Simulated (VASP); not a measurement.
# TaN: vibrations by perturbation theory with PBEsol

TaN:

```
Ta N
1.0
     0.00000    2.12234    2.12234
     2.12234    0.00000    2.12234
     2.12234    2.12234    0.00000
Ta N
1 1
Cartesian
  2.1223 2.1223 2.1223
  0.0000 0.0000 0.0000
```

```json
{
 "Program": "VASP 6.6.1",
 "Task": "vibrations by perturbation theory",
 "Functional": "PBEsol",
 "Potentials or basis": "VASP PAW PBE potentials, release 64 (Ta_pv, N)",
 "Cutoff": "520 eV",
 "k mesh": "18 × 18 × 18",
 "Occupations": "fermi-dirac, width 0.15 eV",
 "Spin": "no spin polarisation",
 "Dipole correction": "no",
 "Further INCAR settings": "ALGO = Normal; EDIFF = 1e-08; NBANDS = 15; IBRION = 8; NSW = 1"
}
```

- Highest phonon frequency at Γ: 530 cm⁻¹

Phonon frequencies in cm⁻¹ (negative: imaginary):
```tsv
q point	frequencies
(0.000, 0.000, 0.000)	0 0 0 530 530 530
```

Run time: 9.8 min on 1 thread of Intel Xeon 8259CL (shared host), peak memory 0.4 GiB.

Caveat: the cell stands under pressure or tension, which shifts response properties.
